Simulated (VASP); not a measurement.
# CO2 (Pbca) in VASP: notebook, part 2 of 2

VASP 6.6.1. The steps go on from the part before.

### 3 Single point, PBE (18.52 Å³/atom)

Contents of INCAR:

```
SYSTEM = CO2
ALGO = Normal ; EDIFF = 1E-7
ENCUT = 520 ; GGA = PE
ISIF = 2 ; ISMEAR = 0
LASPH = .True. ; LCHARG = .False.
LREAL = .False. ; LWAVE = .False.
NBANDS = 44 ; NELM = 100
PREC = Accurate ; SIGMA = 0.05
```

Contents of KPOINTS:

```
k-points
0
Gamma
  4 4 4
  0 0 0
```

Contents of POSCAR:

```
CO2
1.0
    6.2557839930      0.0000000000      0.0000000000
    0.0000000000      6.2557839930      0.0000000000
    0.0000000000      0.0000000000      5.6802518657
C O
4 8
Direct
    0.0000000000      0.0000000000      0.0000000000
    0.5000000000      0.0000000000      0.5000000000
    0.5000000000      0.5000000000      0.0000000000
    0.0000000000      0.5000000000      0.5000000000
    0.1114834447      0.1114834447      0.1114834447
    0.3885165553      0.8885165553      0.6114834447
    0.6114834447      0.3885165553      0.8885165553
    0.8885165553      0.6114834447      0.3885165553
    0.8885165553      0.8885165553      0.8885165553
    0.6114834447      0.1114834447      0.3885165553
    0.3885165553      0.6114834447      0.1114834447
    0.1114834447      0.3885165553      0.6114834447
```

Potentials or basis: VASP PAW PBE potentials, release 64 (C, O).

Command:

```sh
> cat potpaw_PBE.64/C/POTCAR potpaw_PBE.64/O/POTCAR > POTCAR
> mpirun -np 1 vasp_std > vasp.out
```

OUTCAR:

```text
SYSTEM = CO2
   EDIFF = 1E-7
   ENCUT = 520
   GGA = PE
   ISIF = 2
   ISMEAR = 0
   LASPH = .True.
   LREAL = .False.
   NELM = 100
   PREC = Accurate

 ion  position               nearest neighbor table
   1  0.000  0.000  0.000-   5 1.17   9 1.17
   2  0.500  0.000  0.500-   6 1.17  10 1.17
   3  0.500  0.500  0.000-   7 1.17  11 1.17
   4  0.000  0.500  0.500-   8 1.17  12 1.17
   5  0.111  0.111  0.111-   1 1.17
   6  0.389  0.889  0.611-   2 1.17
   7  0.611  0.389  0.889-   3 1.17
   8  0.889  0.611  0.389-   4 1.17
   9  0.889  0.889  0.889-   1 1.17
  10  0.611  0.111  0.389-   2 1.17
  11  0.389  0.611  0.111-   3 1.17
  12  0.111  0.389  0.611-   4 1.17

  LATTYP: Found a simple tetragonal cell.
 ALAT       =     6.2557839930
 C/A-ratio  =     0.9080000000

  Lattice vectors:

 A1 = (   6.2557839930,   0.0000000000,   0.0000000000)
 A2 = (   0.0000000000,   6.2557839930,   0.0000000000)
 A3 = (   0.0000000000,   0.0000000000,   5.6802518657)

Analysis of symmetry for initial positions (statically):
=====================================================================
 Subroutine PRICEL returns:
 Original cell was already a primitive cell.

 Routine SETGRP: Setting up the symmetry group for a
 simple tetragonal supercell.

 Subroutine GETGRP returns: Found  8 space group operations
 (whereof  2 operations were pure point group operations)
 out of a pool of 16 trial point group operations.

The static configuration has the point symmetry S_2 .
 The point group associated with its full space group is D_2h.

Analysis of symmetry for dynamics (positions and initial velocities):
=====================================================================
 Subroutine PRICEL returns:
[... 156 lines left out ...]
   LHFCALC =     F    Hartree Fock is set to
   AEXX    =    0.0000 exact exchange contribution
   IVDW    =     0    specifies the selected vdW correction
   LEPSILON=     F    determine dielectric tensor
   LRPA    =     F    only Hartree local field effects (RPA)
 non-spin polarized calculation
 Gauss-broadening in eV      SIGMA  =   0.05
  energy-cutoff  :      520.00
  volume of cell :      222.30
 maximum number of plane-waves:      6009
 NGX is ok and might be reduce to    48
   NGX = 23   NGY = 23   NGZ = 21

 number of electron      64.0000006 magnetization

 Free energy of the ion-electron system (eV)
  ---------------------------------------------------
  ext. energy  EPLUGINS =         0.00000000
  ---------------------------------------------------
  free energy    TOTEN  =       -92.26315526 eV

  energy without entropy =      -92.26315526  energy(sigma->0) =      -92.26315526

 E-fermi :  -4.5352     XC(G=0):  -6.8779

 val. band max:       -4.7621351060   @ k =   0.0000   0.0000   0.0000
 cond. band min:       1.7754216044   @ k =   0.0000   0.0000   0.0000
 fundamental gap:      6.5375567105
 Fermi energy:        -4.5352303229

 k-point     1 :       0.0000    0.0000    0.0000
  band No.  band energies     occupation
      1     -25.1635      2.00000
      2     -25.0834      2.00000
      3     -25.0803      2.00000
      4     -25.0637      2.00000
      5     -24.1120      2.00000
      6     -24.1085      2.00000
[... 1117 lines left out ...]
     43       5.0579      0.00000
     44       5.0579      0.00000

 [... further k-points ...]

------------------------ aborting loop because EDIFF is reached ----------------------------------------

  FORCE on cell =-STRESS in cart. coord.  units (eV):
  Direction    XX          YY          ZZ          XY          YZ          ZX
  --------------------------------------------------------------------------------------
  -------------------------------------------------------------------------------------
  Total        0.8505478      0.9158546      1.0855342      0.0000000      0.0000000      0.0000000
  in kB        6.1302505      6.6009439      7.8238951      0.0000000      0.0000000      0.0000000
  external PRESSURE =       6.8516965 kB  Pullay stress =       0.0000000 kB

 VOLUME and BASIS-vectors are now :
 -----------------------------------------------------------------------------
  energy-cutoff  :      520.00
  volume of cell :      222.30
      direct lattice vectors                 reciprocal lattice vectors
     6.255783993  0.000000000  0.000000000     0.159852067  0.000000000  0.000000000
     0.000000000  6.255783993  0.000000000     0.000000000  0.159852067  0.000000000
     0.000000000  0.000000000  5.680251866     0.000000000  0.000000000  0.176048532

 POSITION                                       TOTAL-FORCE (eV/Angst)
 -----------------------------------------------------------------------------------
      0.00000      0.00000      0.00000         0.000000      0.000000      0.000000
      3.12789      0.00000      2.84013         0.000000      0.000000      0.000000
      3.12789      3.12789      0.00000         0.000000      0.000000      0.000000
      0.00000      3.12789      2.84013         0.000000      0.000000      0.000000
      0.69742      0.69742      0.63325         0.230240      0.218341      0.220230
      2.43048      5.55837      3.47338        -0.230240     -0.218341      0.220230
      3.82531      2.43048      5.04700         0.230240     -0.218341     -0.220230
      5.55837      3.82531      2.20687        -0.230240      0.218341     -0.220230
      5.55837      5.55837      5.04700        -0.230240     -0.218341     -0.220230
      3.82531      0.69742      2.20687         0.230240      0.218341     -0.220230
      2.43048      3.82531      0.63325        -0.230240      0.218341      0.220230
      0.69742      2.43048      3.47338         0.230240     -0.218341      0.220230
 -----------------------------------------------------------------------------------
    total drift:                               -0.000000      0.000000      0.000000

  FREE ENERGIE OF THE ION-ELECTRON SYSTEM (eV)
  ---------------------------------------------------
  free  energy   TOTEN  =       -92.2631552576 eV

  energy  without entropy=      -92.2631552576  energy(sigma->0) =      -92.26315526
```

Run time: 2.7 min. Hardware: 1 thread of Intel Xeon Platinum 8488C (Sapphire Rapids), shared host; peak memory 0.39 GiB.

Results:

```
Free energy            : -92.2632 eV
Pressure               : 0.7 GPa
Largest force          : 0.386 eV/Å
Band gap on the k mesh : 6.54 eV
```

Forces on the atoms (eV/Å):
```
C    0.000  0.000  0.000
C    0.000  0.000  0.000
C    0.000  0.000  0.000
C    0.000  0.000  0.000
O    0.230  0.218  0.220
O   -0.230 -0.218  0.220
O    0.230 -0.218 -0.220
O   -0.230  0.218 -0.220
O   -0.230 -0.218 -0.220
O    0.230  0.218 -0.220
O   -0.230  0.218  0.220
O    0.230 -0.218  0.220
```

Stress tensor (GPa, compression positive):
```
0.61 0.00 0.00
0.00 0.66 0.00
0.00 0.00 0.78
```

Caveat: this functional lacks dispersion, which holds the molecules together, so the pressure and a relaxed volume are unreliable.

### 4 Single point, PBE (16.75 Å³/atom)

This run uses another cell than the first one, of 16.75 Å³/atom.

Contents of INCAR:

```
PREC     = Accurate       # precision mode
ENCUT    = 520            # plane-wave cutoff, eV
EDIFF    = 1E-6           # SCF threshold, eV
ISMEAR   = 0              # smearing method
SIGMA    = 0.05           # smearing width, eV
LREAL    = False          # projectors in reciprocal space
LASPH    = True           # aspherical terms in the spheres
NELM     = 80             # most SCF steps
ALGO     = Normal         # electronic algorithm
ISIF     = 2              # what is computed and relaxed
LWAVE    = False          # write WAVECAR
LCHARG   = False          # write CHGCAR
GGA      = PE             # functional
NBANDS   = 44             # bands
```

Contents of KPOINTS:

```
Automatic mesh
0
Gamma
  4 4 4
```

Edit POSCAR of step 3 so:

```diff
@@ -2,5 +2,5 @@
 1.0
-    6.2557839930      0.0000000000      0.0000000000
-    0.0000000000      6.2557839930      0.0000000000
-    0.0000000000      0.0000000000      5.6802518657
+    6.0975335023      0.0000000000      0.0000000000
+    0.0000000000      6.0975335023      0.0000000000
+    0.0000000000      0.0000000000      5.4048536964
 C O
```

Command:

```sh
> cat potpaw_PBE.64/C/POTCAR potpaw_PBE.64/O/POTCAR > POTCAR
> mpirun -np 1 vasp_std > vasp.out
```

Wall time 2.1 min (1 thread of Intel Xeon Platinum 8488C (Sapphire Rapids), shared host); peak memory 0.38 GiB.

Results (log left out):

| Quantity | Value |
| --- | --- |
| Free energy | -91.4790 eV |
| Pressure | 11.7 GPa |
| Largest force | 4.835 eV/Å |
| Band gap on the k mesh | 6.84 eV |

Forces in eV/Å, atoms in the order of the input:
```
C    0.000  0.000  0.000
C    0.000  0.000  0.000
C    0.000  0.000  0.000
C    0.000  0.000  0.000
O    2.900  2.877  2.586
O   -2.900 -2.877  2.586
O    2.900 -2.877 -2.586
O   -2.900  2.877 -2.586
O   -2.900 -2.877 -2.586
O    2.900  2.877 -2.586
O   -2.900  2.877  2.586
O    2.900 -2.877  2.586
```

Stress tensor (GPa, compression positive):
```
12.37  0.00  0.00
 0.00 12.47  0.00
 0.00  0.00 10.30
```

Levels at points of the mesh, in eV from the valence-band top:
```csv
k point,band 28,band 29,band 30,band 31,band 32,band 33,band 34,band 35,band 36,band 37
"(0.00, 0.00, 0.00)",-0.26,-0.20,-0.19,-0.19,0.00,6.84,8.61,8.68,8.72,8.84
"(0.50, 0.00, 0.00)",-0.35,-0.28,-0.28,-0.11,-0.11,8.09,8.09,8.53,8.53,8.94
"(0.00, 0.50, 0.00)",-0.34,-0.29,-0.29,-0.14,-0.14,8.09,8.09,8.67,8.67,8.84
"(0.50, 0.50, 0.00)",-0.30,-0.29,-0.29,-0.29,-0.29,8.55,8.55,8.55,8.55,9.12
"(0.00, 0.00, 0.50)",-0.30,-0.27,-0.27,-0.18,-0.18,8.43,8.43,8.63,8.63,8.92
"(0.50, 0.00, 0.50)",-0.33,-0.24,-0.24,-0.24,-0.24,8.55,8.55,8.55,8.55,9.22
"(0.00, 0.50, 0.50)",-0.36,-0.22,-0.22,-0.22,-0.22,8.58,8.58,8.58,8.58,9.20
"(0.50, 0.50, 0.50)",-0.38,-0.22,-0.22,-0.22,-0.22,8.67,8.67,8.67,8.67,9.36
```

Caveat: the cell stands under pressure; this functional lacks dispersion, which holds the molecules together, so the pressure and a relaxed volume are unreliable; forces of over 1 eV/Å act on the atoms, so gaps and moduli don't describe the material at rest. A k mesh can miss the band edges.

### 5 Overview

| cell | gap on the mesh (eV) | pressure (GPa) | largest force (eV/Å) |
| --- | --- | --- | --- |
| a = 5.866, b = 5.866, c = 6.460 Å, 12 atoms | 6.54 | 0.7 | 0.37 |
| a = 6.256, b = 6.256, c = 5.680 Å, 12 atoms | 6.54 | 0.7 | 0.39 |
| a = 6.098, b = 6.098, c = 5.405 Å, 12 atoms | 6.84 | 11.7 | 4.83 |

Alike in all rows: task single point; level PBE; potentials or basis VASP PAW PBE potentials, release 64 (C, O); no spin polarisation; k mesh 4 × 4 × 4; cutoff (eV) 520; smearing gaussian 0.05 eV.

Caveats: this functional lacks dispersion, which holds the molecules together, so the pressure and a relaxed volume are unreliable; the cell stands under pressure (at least some runs); forces of over 1 eV/Å act on the atoms, so gaps and moduli don't describe the material at rest (at least some runs).

Total energies depend on the potentials used, so only differences within one code and one set of settings carry meaning.
